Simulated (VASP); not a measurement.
# LiTa2H2 (I4/mmm) in VASP: single point with PBE

Aim: the single point of LiTa2H2 with PBE.

Everything below comes from runs of VASP 6.6.1. Logs are shortened: lines on timing, memory, paths and dates and some standing lists are left out, and cuts for length are marked.

### Step 1. The cell of the first run

It takes space group I4/mmm (No. 139, tetragonal). Conventional cell: a = 4.250 Å, b = 4.250 Å, c = 6.044 Å, α = 90.00°, β = 90.00°, γ = 90.00°. Within 2.3 Å of Li (site symmetry 4/mmm) lie 2 H at 1.70 Å. Within 2.8 Å of Ta (site symmetry -4m2) lie 4 H at 2.13 Å and 4 Li at 2.61 Å. H (site symmetry 4mm) has 1 Li at 1.70 Å and 4 Ta at 2.13 Å within 2.3 Å.

### Step 2. Single point, PBE

File POSCAR:

```
LiTa2H2
1.0
   -2.1251132173      2.1251132173      3.0219338550
    2.1251132173     -2.1251132173      3.0219338550
    2.1251132173      2.1251132173     -3.0219338550
Li Ta H
1 2 2
Direct
    0.0000000000      0.0000000000      0.0000000000
    0.7500000000      0.2500000000      0.5000000000
    0.2500000000      0.7500000000      0.5000000000
    0.7186258826      0.7186258826      0.0000000000
    0.2813741174      0.2813741174      0.0000000000
```

File INCAR.step1:

```
PREC = Accurate
ENCUT = 520
EDIFF = 1E-6
ISMEAR = 0
SIGMA = 0.1
LREAL = False
LASPH = True
NELM = 100
ALGO = Normal
ISIF = 2
LWAVE = False
LCHARG = True
LMAXMIX = 4
GGA = PE
NBANDS = 22
```

File KPOINTS.step1:

```
regular mesh
0
Gamma
  12 12 12
```

File INCAR.step2:

```
PREC = Accurate
ENCUT = 520
EDIFF = 1E-6
ISMEAR = -5
SIGMA = 0.1
LREAL = False
LASPH = True
NELM = 100
ALGO = Normal
ISIF = 2
LWAVE = False
LCHARG = False
LMAXMIX = 4
GGA = PE
LORBIT = 11
NEDOS = 2001
ICHARG = 11
```

File KPOINTS.step2:

```
regular mesh
0
Gamma
  18 18 18
```

Potentials or basis: VASP PAW PBE potentials, release 64 (Li_sv, Ta_pv, H).

Command:

```console
> cat potpaw_PBE.64/Li_sv/POTCAR potpaw_PBE.64/Ta_pv/POTCAR potpaw_PBE.64/H/POTCAR > POTCAR
> cp INCAR.step1 INCAR
> cp KPOINTS.step1 KPOINTS
> mpirun -np 1 vasp_std > vasp.out
> cp INCAR.step2 INCAR
> cp KPOINTS.step2 KPOINTS
> mpirun -np 1 vasp_std > vasp.out
```

OUTCAR:

```text
PREC = Accurate
   ENCUT = 520
   EDIFF = 1E-6
   ISMEAR = -5
   LREAL = False
   LASPH = True
   NELM = 100
   ISIF = 2
   GGA = PE
   LORBIT = 11
   ICHARG = 11

 ion  position               nearest neighbor table
   1  0.000  0.000  0.000-   4 1.70   5 1.70   2 2.61   3 2.61   2 2.61   3 2.61   2 2.61   3 2.61
                             2 2.61   3 2.61
   2  0.750  0.250  0.500-   5 2.13   4 2.13   5 2.13   4 2.13   1 2.61   1 2.61   1 2.61   1 2.61
                             3 3.01   3 3.01   3 3.01   3 3.01   3 3.02   3 3.02
   3  0.250  0.750  0.500-   5 2.13   4 2.13   5 2.13   4 2.13   1 2.61   1 2.61   1 2.61   1 2.61
                             2 3.01   2 3.01   2 3.01   2 3.01   2 3.02   2 3.02
   4  0.719  0.719  0.000-   1 1.70   2 2.13   3 2.13   2 2.13   3 2.13
   5  0.281  0.281  0.000-   1 1.70   2 2.13   3 2.13   3 2.13   2 2.13

  LATTYP: Found a body centered tetragonal cell.
 ALAT       =     4.2502264346
 C/A-ratio  =     1.4220107571

  Lattice vectors:

 A1 = (  -2.1251132173,   2.1251132173,   3.0219338550)
 A2 = (   2.1251132173,  -2.1251132173,   3.0219338550)
 A3 = (   2.1251132173,   2.1251132173,  -3.0219338550)

Analysis of symmetry for initial positions (statically):
=====================================================================
 Subroutine PRICEL returns:
 Original cell was already a primitive cell.

 Routine SETGRP: Setting up the symmetry group for a
 body centered tetragonal supercell.

 Subroutine GETGRP returns: Found 16 space group operations
 (whereof 16 operations were pure point group operations)
 out of a pool of 16 trial point group operations.

The static configuration has the point symmetry D_4h.

Analysis of symmetry for dynamics (positions and initial velocities):
=====================================================================
 Subroutine PRICEL returns:
 Original cell was already a primitive cell.

 Routine SETGRP: Setting up the symmetry group for a
 body centered tetragonal supercell.

 Subroutine GETGRP returns: Found 16 space group operations
 (whereof 16 operations were pure point group operations)
 out of a pool of 16 trial point group operations.

The dynamic configuration has the point symmetry D_4h.

 Subroutine INISYM returns: Found 16 space group operations
 (whereof 16 operations are pure point group operations),
 and found     1 'primitive' translations

----------------------------------------------------------------------------------------

                                     Primitive cell

  volume of cell :      54.5895

  direct lattice vectors                    reciprocal lattice vectors
    -2.125113217  2.125113217  3.021933855     0.000000000  0.235281582  0.165456964
     2.125113217 -2.125113217  3.021933855     0.235281582  0.000000000  0.165456964
     2.125113217  2.125113217 -3.021933855     0.235281582  0.235281582  0.000000000

  length of vectors
     4.261959244  4.261959244  4.261959244     0.287634194  0.287634194  0.332738404

  position of ions in fractional coordinates (direct lattice)
     0.000000000  0.000000000  0.000000000
     0.750000000  0.250000000  0.500000000
     0.250000000  0.750000000  0.500000000
     0.718625883  0.718625883  0.000000000
     0.281374117  0.281374117  0.000000000

  ion indices of the primitive-cell ions
   primitive index   ion index
                 1           1
                 2           2
                 3           3
                 4           4
                 5           5

----------------------------------------------------------------------------------------

 KPOINTS: regular mesh

Automatic generation of k-mesh.
 Grid dimensions read from file:
 generate k-points for:   18   18   18

 Generating k-lattice:

  Cartesian coordinates                     Fractional coordinates (reciprocal lattice)
     0.000000000  0.013071199  0.009192054     0.055555556  0.000000000 -0.000000000
     0.013071199  0.000000000  0.009192054     0.000000000  0.055555556 -0.000000000
     0.013071199  0.013071199  0.000000000     0.000000000  0.000000000  0.055555556

  Length of vectors
     0.015979677  0.015979677  0.018485467

  Shift w.r.t. Gamma in fractional coordinates (k-lattice)
     0.000000000  0.000000000  0.000000000

 TETIRR: Found   7414 inequivalent tetrahedra from    34992

 Subroutine IBZKPT returns following result:
 ===========================================

 Found    480 irreducible k-points:

 Following reciprocal coordinates:
            Coordinates               Weight
  0.000000  0.000000  0.000000      1.000000
  0.055556 -0.000000  0.000000      8.000000
  0.111111 -0.000000  0.000000      8.000000
  0.166667 -0.000000  0.000000      8.000000
  0.222222 -0.000000  0.000000      8.000000
  0.277778 -0.000000  0.000000      8.000000
[... 16 lines left out ...]
 -0.277778  0.055556 -0.000000     16.000000
 -0.222222  0.055556 -0.000000     16.000000
 [... further k-points ...]
   k-points           NKPTS =    480   k-points in BZ     NKDIM =    480   number of bands    NBANDS=     17
   number of dos      NEDOS =   2001   number of ions     NIONS =      5
   total plane-waves  NPLWV =  32768
   dimension x,y,z NGX =    32 NGY =   32 NGZ =   32
   dimension x,y,z NGXF=    64 NGYF=   64 NGZF=   64
   ions per type =               1   2   2
   NGX,Y,Z   is equivalent  to a cutoff of  12.48, 12.48, 12.48 a.u.
   NGXF,Y,Z  is equivalent  to a cutoff of  24.96, 24.96, 24.96 a.u.
 SYSTEM =  unknown system
   PREC   = accura    normal or accurate (medium, high low for compatibility)
   ISTART =      0    job   : 0-new  1-cont  2-samecut
   ICHARG =     11    charge: 1-file 2-atom 10-const
   ISPIN  =      1    spin polarized calculation?
   LNONCOLLINEAR =      F non collinear calculations
   LSORBIT =      F    spin-orbit coupling
   LASPH  =      T    aspherical Exc in radial PAW
   ENCUT  =  520.0 eV  38.22 Ry    6.18 a.u.   7.92  7.92  7.92*2*pi/ulx,y,z
   NELM   =    100;   NELMIN=  2; NELMDL=  0     # of ELM steps
   EDIFF  = 0.1E-05   stopping-criterion for ELM
   LREAL  =      F    real-space projection
   EDIFFG = 0.1E-04   stopping-criterion for IOM
   NSW    =      0    number of steps for IOM
   IBRION =     -1    ionic relax: 0-MD 1-quasi-New 2-CG
   NFREE  =      0    steps in history (QN), initial steepest desc. (CG)
   ISIF   =      2    stress and relaxation
   ISYM   =      2    0-nonsym 1-usesym 2-fastsym
   POTIM  = 0.5000    time-step for ionic-motion
   TEBEG  =    0.0;   TEEND  =   0.0 temperature during run
   PSTRESS=    0.0 pullay stress
   NELECT =      27.0000    total number of electrons
   NUPDOWN=      -1.0000    fix difference up-down
   EMIN   =  10.00;   EMAX   =-10.00  energy-range for DOS
   EFERMI =   0.00;   METHOD = LEGACY
   ISMEAR =    -5;   SIGMA  =   0.10  broadening in eV -4-tet -1-fermi 0-gaus
   EFERMI_NEDOS =   21; number of points for ismear=-14 and -15
   IALGO  =     38    algorithm
   IMIX   =      4    mixing-type and parameters
     AMIX     =   0.40;   BMIX     =  1.00
     AMIX_MAG =   1.60;   BMIX_MAG =  1.00
  volume/ion in A,a.u.               =      10.92        73.68
  Fermi-wavevector in a.u.,A,eV,Ry     =   1.294672  2.446575 22.805750  1.676175
  Thomas-Fermi vector in A             =   2.426240
   LORBIT       =     11    0 simple, 1 ext, 2 COOP (PROOUT), +10 PAW based schemes
   GGA     = PE    functional components
   LHFCALC =     F    Hartree Fock is set to
   AEXX    =    0.0000 exact exchange contribution
   IVDW    =     0    specifies the selected vdW correction
   LEPSILON=     F    determine dielectric tensor
   LRPA    =     F    only Hartree local field effects (RPA)
 non-spin polarized calculation
 Fermi weights with tetrahedron method with Bloechl corrections
  energy-cutoff  :      520.00
  volume of cell :       54.59
 maximum number of plane-waves:      1484

 number of electron      27.0000000 magnetization

 Free energy of the ion-electron system (eV)
  ---------------------------------------------------
  ext. energy  EPLUGINS =         0.00000000
  ---------------------------------------------------
  free energy    TOTEN  =       -30.36556533 eV

  energy without entropy =      -30.36556533  energy(sigma->0) =      -30.36556533

 E-fermi :   4.8434     XC(G=0): -11.4586

 val. band max:        4.8756473272   @ k =   0.5000   0.2778   0.1111
 cond. band min:       4.7870815327   @ k =  -0.2222   0.3333   0.1667
 fundamental gap:     -0.0885657945
 Fermi energy:         4.8434371812

 k-point     1 :       0.0000    0.0000    0.0000
  band No.  band energies     occupation
      1     -40.0260      2.00000
      2     -30.0946      2.00000
      3     -30.0946      2.00000
      4     -29.9349      2.00000
      5     -29.6941      2.00000
      6     -29.6941      2.00000
[... 9 lines left out ...]
     16       8.5587      0.00000
     17      10.6885      0.00000

 k-point     2 :       0.0556   -0.0000    0.0000
  band No.  band energies     occupation
      1     -40.0260      2.00000
      2     -30.0923      2.00000
      3     -30.0917      2.00000
      4     -29.9325      2.00000
      5     -29.6979      2.00000
      6     -29.6974      2.00000
[... 9 lines left out ...]
     16       8.5028      0.00000
     17       9.9919      0.00000
[... 421 lines left out ...]
 k-point    24 :      -0.2222    0.0556   -0.0000
  band No.  band energies     occupation
      1     -40.0269      2.00000
      2     -30.0810      2.00000
      3     -30.0183      2.00000
      4     -29.9207      2.00000
      5     -29.7859      2.00000
      6     -29.7191      2.00000
[... 9 lines left out ...]
     16       7.3745      0.00000
     17       8.0539      0.00000

 [... further k-points ...]

------------------------ aborting loop because EDIFF is reached ----------------------------------------

  FORCE on cell =-STRESS in cart. coord.  units (eV):
  Direction    XX          YY          ZZ          XY          YZ          ZX
  --------------------------------------------------------------------------------------
  -------------------------------------------------------------------------------------
  Total       -0.0736612     -0.0736612      0.0639096      0.0000000      0.0000000      0.0000000
  in kB       -2.1619224     -2.1619224      1.8757178      0.0000000      0.0000000      0.0000000
  external PRESSURE =      -0.8160423 kB  Pullay stress =       0.0000000 kB

 VOLUME and BASIS-vectors are now :
 -----------------------------------------------------------------------------
  energy-cutoff  :      520.00
  volume of cell :       54.59
      direct lattice vectors                 reciprocal lattice vectors
    -2.125113217  2.125113217  3.021933855     0.000000000  0.235281582  0.165456964
     2.125113217 -2.125113217  3.021933855     0.235281582  0.000000000  0.165456964
     2.125113217  2.125113217 -3.021933855     0.235281582  0.235281582  0.000000000

 POSITION                                       TOTAL-FORCE (eV/Angst)
 -----------------------------------------------------------------------------------
      0.00000      0.00000      0.00000         0.000000      0.000000     -0.000000
      0.00000      2.12511      1.51097         0.000000      0.000000     -0.000000
      2.12511      0.00000      1.51097         0.000000      0.000000     -0.000000
      0.00000      0.00000      4.34328        -0.000000     -0.000000     -0.008798
      0.00000      0.00000      1.70059        -0.000000     -0.000000      0.008798
 -----------------------------------------------------------------------------------
    total drift:                               -0.000000     -0.000000      0.000000

  FREE ENERGIE OF THE ION-ELECTRON SYSTEM (eV)
  ---------------------------------------------------
  free  energy   TOTEN  =       -30.3655653289 eV

  energy  without entropy=      -30.3655653289  energy(sigma->0) =      -30.36556533

 total charge

# of ion       s       p       d       tot
------------------------------------------
    1        2.078   0.171   0.000   2.250
    2        0.342   6.125   2.331   8.798
    3        0.342   6.125   2.331   8.798
    4        0.532   0.019   0.000   0.551
    5        0.532   0.019   0.000   0.551
--------------------------------------------------
tot          3.826  12.459   4.661  20.947
```

Run time: 5.5 min. Hardware: 1 thread of Intel Xeon Platinum 8375C at 2.90GHz (Ice Lake), shared host; peak memory 0.52 GiB.

Results:

```yaml
Valence_electrons_inside_the_program's_atomic_spheres: Li 2.25; Ta 8.80; H 0.55
```

Caveat: the cutoff is under 1.25 times the usual one of these potentials, so pressure, stress and relaxed cells hold a basis-set (Pulay) error; spin-orbit coupling is left out, which moves the levels of the heavy elements; tetrahedron occupations give inexact forces and stress in metals.
